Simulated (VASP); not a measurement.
# K2CdSe2F6 in VASP: single point with PBE

Aim: the single point of K2CdSe2F6 with PBE.

Program: VASP 6.6.1. These are calculated values, not measurements. Logs are shortened: lines on timing, memory, paths and dates and some standing lists are left out, and cuts for length are marked.

### Step 1. The cell of the first run

The typed cell holds 11 atoms: a = 5.854 Å, b = 5.854 Å, c = 7.317 Å, α = 113.58°, β = 90.00°, γ = 120.00°.

### Step 2. Single point, PBE

Input file INCAR:

```
SYSTEM = K2CdSe2F6
ALGO = Normal
EDIFF = 1E-7
ENCUT = 520
GGA = PE
ISIF = 2
ISMEAR = 1
LASPH = .True.
LCHARG = .False.
LREAL = .False.
LWAVE = .False.
NBANDS = 53
NELM = 80
PREC = Accurate
SIGMA = 0.0781
```

Input file KPOINTS:

```
k-points
0
Gamma
  6 6 6
  0 0 0
```

Input file POSCAR:

```
K2CdSe2F6
1.0
    5.8537430000      0.0000000000      0.0000000000
   -2.9268710000      5.0694900000      0.0000000000
    0.0000000000     -3.3796570000      6.4894100000
K Cd Se F
2 1 2 6
Direct
    0.8039600000      0.6078200000      0.4117800000
    0.1960400000      0.3921800000      0.5882200000
    0.0000000000      0.0000000000      0.0000000000
    0.6240000000      0.2479000000      0.8719000000
    0.3760000000      0.7521000000      0.1281000000
    0.7419600000      0.0182200000      0.7601800000
    0.7419600000      0.4839200000      0.7601800000
    0.2762600000      0.0182200000      0.7601800000
    0.2580400000      0.9817800000      0.2398200000
    0.7237400000      0.9817800000      0.2398200000
    0.2580400000      0.5160800000      0.2398200000
```

Potentials or basis: VASP PAW PBE potentials, release 64 (K_sv, Cd, Se, F).

Launch:

```sh
> cat potpaw_PBE.64/K_sv/POTCAR potpaw_PBE.64/Cd/POTCAR potpaw_PBE.64/Se/POTCAR potpaw_PBE.64/F/POTCAR > POTCAR
> mpirun -np 1 vasp_std > vasp.out
```

OUTCAR:

```text
SYSTEM = K2CdSe2F6
   EDIFF = 1E-7
   ENCUT = 520
   GGA = PE
   ISIF = 2
   ISMEAR = 1
   LASPH = .True.
   LREAL = .False.
   NELM = 80
   PREC = Accurate

 ion  position               nearest neighbor table
   1  0.804  0.608  0.412-   2 3.57   2 3.57   2 3.57
   2  0.196  0.392  0.588-   1 3.57   1 3.57   1 3.57
   3  0.000  0.000  0.000-   6 2.38   9 2.38   8 2.38  10 2.38  11 2.38   7 2.38
   4  0.624  0.248  0.872-   6 1.73   7 1.73   8 1.73
   5  0.376  0.752  0.128-   9 1.73  11 1.73  10 1.73
   6  0.742  0.018  0.760-   4 1.73   3 2.38
   7  0.742  0.484  0.760-   4 1.73   3 2.38
   8  0.276  0.018  0.760-   4 1.73   3 2.38
   9  0.258  0.982  0.240-   5 1.73   3 2.38
  10  0.724  0.982  0.240-   5 1.73   3 2.38
  11  0.258  0.516  0.240-   5 1.73   3 2.38

  LATTYP: Found a trigonal (rhomboedric) cell.
 ALAT       =     7.3167290223
 COS(alpha) =     0.6799607483

  Lattice vectors:

 A1 = (   0.0000000000,  -3.3796570000,   6.4894100000)
 A2 = (   2.9268720000,   1.6898330000,   6.4894100000)
 A3 = (  -2.9268710000,   1.6898330000,   6.4894100000)

Analysis of symmetry for initial positions (statically):
=====================================================================
 Subroutine PRICEL returns:
 Original cell was already a primitive cell.

 Routine SETGRP: Setting up the symmetry group for a
 trigonal (rhombohedral) supercell.

 Subroutine GETGRP returns: Found  4 space group operations
 (whereof  4 operations were pure point group operations)
 out of a pool of 12 trial point group operations.

The static configuration has the point symmetry C_2h.

Analysis of symmetry for dynamics (positions and initial velocities):
=====================================================================
 Subroutine PRICEL returns:
 Original cell was already a primitive cell.

 Routine SETGRP: Setting up the symmetry group for a
 trigonal (rhombohedral) supercell.

 Subroutine GETGRP returns: Found  4 space group operations
 (whereof  4 operations were pure point group operations)
 out of a pool of 12 trial point group operations.

The dynamic configuration has the point symmetry C_2h.

 Subroutine INISYM returns: Found  4 space group operations
 (whereof  4 operations are pure point group operations),
 and found     1 'primitive' translations

----------------------------------------------------------------------------------------

                                     Primitive cell

  volume of cell :     192.5764

  direct lattice vectors                    reciprocal lattice vectors
     5.853743000  0.000000000  0.000000000     0.170830868  0.098629234  0.051365684
    -2.926871000  5.069490000  0.000000000     0.000000000  0.197258501  0.102731385
     0.000000000 -3.379657000  6.489410000     0.000000000  0.000000000  0.154097214

  length of vectors
     5.853743000  5.853742624  7.316729022     0.203836564  0.222406506  0.154097214

  position of ions in fractional coordinates (direct lattice)
     0.803960000  0.607820000  0.411780000
     0.196040000  0.392180000  0.588220000
     0.000000000  0.000000000  0.000000000
     0.624000000  0.247900000  0.871900000
     0.376000000  0.752100000  0.128100000
     0.741960000  0.018220000  0.760180000
     0.741960000  0.483920000  0.760180000
     0.276260000  0.018220000  0.760180000
     0.258040000  0.981780000  0.239820000
     0.723740000  0.981780000  0.239820000
     0.258040000  0.516080000  0.239820000

  ion indices of the primitive-cell ions
   primitive index   ion index
                 1           1
                 2           2
                 3           3
                 4           4
                 5           5
                 6           6
                 7           7
                 8           8
                 9           9
                10          10
                11          11

----------------------------------------------------------------------------------------

 KPOINTS: k-points

Automatic generation of k-mesh.
 Grid dimensions read from file:
 generate k-points for:    6    6    6

 Generating k-lattice:

  Cartesian coordinates                     Fractional coordinates (reciprocal lattice)
     0.028471811  0.016438206  0.008560947     0.166666667  0.000000000  0.000000000
     0.000000000  0.032876417  0.017121897     0.000000000  0.166666667  0.000000000
     0.000000000  0.000000000  0.025682869     0.000000000  0.000000000  0.166666667

  Length of vectors
     0.033972761  0.037067751  0.025682869

  Shift w.r.t. Gamma in fractional coordinates (k-lattice)
     0.000000000  0.000000000  0.000000000

 Subroutine IBZKPT returns following result:
 ===========================================

 Found     68 irreducible k-points:

 Following reciprocal coordinates:
            Coordinates               Weight
  0.000000  0.000000  0.000000      1.000000
  0.166667  0.000000  0.000000      4.000000
 -0.166667  0.166667  0.000000      2.000000
  0.333333  0.000000  0.000000      4.000000
 -0.333333  0.333333  0.000000      2.000000
  0.500000 -0.000000  0.000000      2.000000
[... 16 lines left out ...]
  0.166667  0.333333  0.000000      4.000000
  0.500000  0.333333 -0.333333      4.000000
 [... further k-points ...]
   k-points           NKPTS =     68   k-points in BZ     NKDIM =     68   number of bands    NBANDS=     53
   number of dos      NEDOS =    301   number of ions     NIONS =     11
   total plane-waves  NPLWV = 124416
   dimension x,y,z NGX =    48 NGY =   48 NGZ =   54
   dimension x,y,z NGXF=    96 NGYF=   96 NGZF=  108
   ions per type =               2   1   2   6
   NGX,Y,Z   is equivalent  to a cutoff of  13.63, 13.63, 12.27 a.u.
   NGXF,Y,Z  is equivalent  to a cutoff of  27.26, 27.26, 24.54 a.u.
 SYSTEM =  K2CdSe2F6
   PREC   = accura    normal or accurate (medium, high low for compatibility)
   ISTART =      0    job   : 0-new  1-cont  2-samecut
   ICHARG =      2    charge: 1-file 2-atom 10-const
   ISPIN  =      1    spin polarized calculation?
   LNONCOLLINEAR =      F non collinear calculations
   LSORBIT =      F    spin-orbit coupling
   LASPH  =      T    aspherical Exc in radial PAW
   ENCUT  =  520.0 eV  38.22 Ry    6.18 a.u.  10.88 10.88 13.60*2*pi/ulx,y,z
   NELM   =     80;   NELMIN=  2; NELMDL= -5     # of ELM steps
   EDIFF  = 0.1E-06   stopping-criterion for ELM
   LREAL  =      F    real-space projection
   EDIFFG = 0.1E-05   stopping-criterion for IOM
   NSW    =      0    number of steps for IOM
   IBRION =     -1    ionic relax: 0-MD 1-quasi-New 2-CG
   NFREE  =      0    steps in history (QN), initial steepest desc. (CG)
   ISIF   =      2    stress and relaxation
   ISYM   =      2    0-nonsym 1-usesym 2-fastsym
   POTIM  = 0.5000    time-step for ionic-motion
   TEBEG  =    0.0;   TEEND  =   0.0 temperature during run
   PSTRESS=    0.0 pullay stress
   NELECT =      84.0000    total number of electrons
   NUPDOWN=      -1.0000    fix difference up-down
   EMIN   =  10.00;   EMAX   =-10.00  energy-range for DOS
   EFERMI =   0.00;   METHOD = LEGACY
   ISMEAR =     1;   SIGMA  =   0.08  broadening in eV -4-tet -1-fermi 0-gaus
   EFERMI_NEDOS =   21; number of points for ismear=-14 and -15
   IALGO  =     38    algorithm
   IMIX   =      4    mixing-type and parameters
     AMIX     =   0.40;   BMIX     =  1.00
     AMIX_MAG =   1.60;   BMIX_MAG =  1.00
  volume/ion in A,a.u.               =      17.51       118.14
  Fermi-wavevector in a.u.,A,eV,Ry     =   1.241558  2.346204 20.972909  1.541465
  Thomas-Fermi vector in A             =   2.375950
   LORBIT       =      0    0 simple, 1 ext, 2 COOP (PROOUT), +10 PAW based schemes
   GGA     = PE    functional components
   LHFCALC =     F    Hartree Fock is set to
   AEXX    =    0.0000 exact exchange contribution
   IVDW    =     0    specifies the selected vdW correction
   LEPSILON=     F    determine dielectric tensor
   LRPA    =     F    only Hartree local field effects (RPA)
 non-spin polarized calculation
 Methfessel and Paxton  Order N= 1 SIGMA  =   0.08
  energy-cutoff  :      520.00
  volume of cell :      192.58
 maximum number of plane-waves:      5204
 NGX is ok and might be reduce to    48
   NGX = 21   NGY = 21   NGZ = 27

 number of electron      83.9999980 magnetization

 Free energy of the ion-electron system (eV)
  ---------------------------------------------------
  ext. energy  EPLUGINS =         0.00000000
  ---------------------------------------------------
  free energy    TOTEN  =       -26.99518607 eV

  energy without entropy =      -26.98728444  energy(sigma->0) =      -26.99255219

 E-fermi :   4.0342     XC(G=0):  -9.0724

 val. band max:        4.0327100557   @ k =   0.3333   0.1667  -0.3333
 cond. band min:       4.0453614712   @ k =   0.5000   0.3333   0.5000
 fundamental gap:      0.0126514155
 Fermi energy:         4.0342275678

 k-point     1 :       0.0000    0.0000    0.0000
  band No.  band energies     occupation
      1     -28.5424      2.00000
      2     -28.4779      2.00000
      3     -24.2416      2.00000
      4     -24.1900      2.00000
      5     -23.2885      2.00000
      6     -23.2845      2.00000
[... 45 lines left out ...]
     52       8.6097      0.00000
     53       8.9093      0.00000

 k-point     2 :       0.1667    0.0000    0.0000
  band No.  band energies     occupation
      1     -28.5384      2.00000
      2     -28.4815      2.00000
      3     -24.2309      2.00000
      4     -24.1848      2.00000
      5     -23.3004      2.00000
      6     -23.2877      2.00000
[... 45 lines left out ...]
     52       8.5706      0.00000
     53       8.7821      0.00000

 k-point     3 :      -0.1667    0.1667    0.0000
  band No.  band energies     occupation
      1     -28.5384      2.00000
      2     -28.4815      2.00000
      3     -24.2309      2.00000
      4     -24.1847      2.00000
      5     -23.3032      2.00000
      6     -23.2899      2.00000
[... 45 lines left out ...]
     52       8.5701      0.00000
     53       8.7705      0.00000
[... 1065 lines left out ...]
 k-point    23 :       0.1667    0.3333    0.0000
  band No.  band energies     occupation
      1     -28.5201      2.00000
      2     -28.4987      2.00000
      3     -24.1903      2.00000
      4     -24.1755      2.00000
      5     -23.3455      2.00000
      6     -23.3137      2.00000
[... 45 lines left out ...]
     52       8.3052      0.00000
     53       8.7903      0.00000

 k-point    24 :       0.5000    0.3333   -0.3333
  band No.  band energies     occupation
      1     -28.5201      2.00000
      2     -28.4987      2.00000
      3     -24.1901      2.00000
      4     -24.1754      2.00000
      5     -23.3477      2.00000
      6     -23.3162      2.00000
[... 45 lines left out ...]
     52       8.3053      0.00000
     53       8.7889      0.00000

 [... further k-points ...]
[... 5 lines left out ...]
  --------------------------------------------------------------------------------------
  -------------------------------------------------------------------------------------
  Total       35.4827118     35.4711907     19.4945193     -0.0099723     -0.0003640      0.0006470
  in kB      295.2053679    295.1095158    162.1884703     -0.0829666     -0.0030285      0.0053830
  external PRESSURE =     250.8344513 kB  Pullay stress =       0.0000000 kB

 VOLUME and BASIS-vectors are now :
 -----------------------------------------------------------------------------
  energy-cutoff  :      520.00
  volume of cell :      192.58
      direct lattice vectors                 reciprocal lattice vectors
     5.853743000  0.000000000  0.000000000     0.170830868  0.098629234  0.051365684
    -2.926871000  5.069490000  0.000000000     0.000000000  0.197258501  0.102731385
     0.000000000 -3.379657000  6.489410000     0.000000000  0.000000000  0.154097214

 POSITION                                       TOTAL-FORCE (eV/Angst)
 -----------------------------------------------------------------------------------
      2.92716      1.68966      2.67221        -0.000263      0.000152     -0.489409
     -0.00029      0.00017      3.81720         0.000263     -0.000152      0.489409
      0.00000      0.00000      0.00000         0.000000     -0.000000      0.000000
      2.92716     -1.69000      5.65812         0.000659     -0.000376     10.117885
     -0.00029      3.37983      0.83129        -0.000659      0.000376    -10.117885
      4.28992     -2.47678      4.93312         5.054948     -2.918477     -4.096717
      2.92687     -0.11592      4.93312        -0.002283      5.834411     -4.094347
      1.56383     -2.47678      4.93312        -5.053892     -2.915231     -4.094347
     -1.36304      4.16661      1.55629        -5.054948      2.918477      4.096717
      1.36304      4.16661      1.55629         5.053892      2.915231      4.094347
      0.00000      1.80575      1.55629         0.002283     -5.834411      4.094347
 -----------------------------------------------------------------------------------
    total drift:                                0.000000      0.000000     -0.000000

  FREE ENERGIE OF THE ION-ELECTRON SYSTEM (eV)
  ---------------------------------------------------
  free  energy   TOTEN  =       -26.9951860682 eV

  energy  without entropy=      -26.9872844420  energy(sigma->0) =      -26.99255219
```

It took 9.3 min on 1 thread of AMD EPYC 9R45 (Zen 5), shared host; peak memory 0.72 GiB.

Results:

```
Free energy            : -26.9952 eV
Pressure               : 25.1 GPa
Largest force          : 10.118 eV/Å
Band gap on the k mesh : zero (bands 42 and 43 overlap by 0.35 eV)
```

Forces in eV/Å, atoms in the order of the input:
```
K     0.000   0.000  -0.489
K     0.000   0.000   0.489
Cd    0.000   0.000   0.000
Se    0.001   0.000  10.118
Se   -0.001   0.000 -10.118
F     5.055  -2.918  -4.097
F    -0.002   5.834  -4.094
F    -5.054  -2.915  -4.094
F    -5.055   2.918   4.097
F     5.054   2.915   4.094
F     0.002  -5.834   4.094
```

Levels at points of the mesh, in eV from the Fermi level:
```csv
k point,band 39,band 40,band 41,band 42,band 43,band 44,band 45,band 46
"(0.00, 0.00, 0.00)",-6.25,-1.36,-0.67,-0.30,-0.30,0.67,0.91,0.91
"(0.50, 0.00, 0.00)",-6.16,-1.20,-0.49,-0.10,0.12,0.92,1.68,1.78
"(0.50, 0.50, 0.00)",-6.16,-1.20,-0.49,-0.10,0.12,0.92,1.68,1.78
"(0.00, 0.50, 0.00)",-6.19,-1.15,-0.42,-0.20,-0.06,1.00,1.66,1.85
"(0.50, 0.50, 0.50)",-6.19,-1.15,-0.42,-0.20,-0.06,1.00,1.67,1.85
"(0.00, 0.00, 0.50)",-6.30,-1.27,-1.03,-0.21,-0.21,0.62,1.09,1.09
```

Caveat: the stress differs along the axes, from 16 to 30 GPa; forces of over 1 eV/Å act on the atoms, so gaps and moduli don't describe the material at rest.
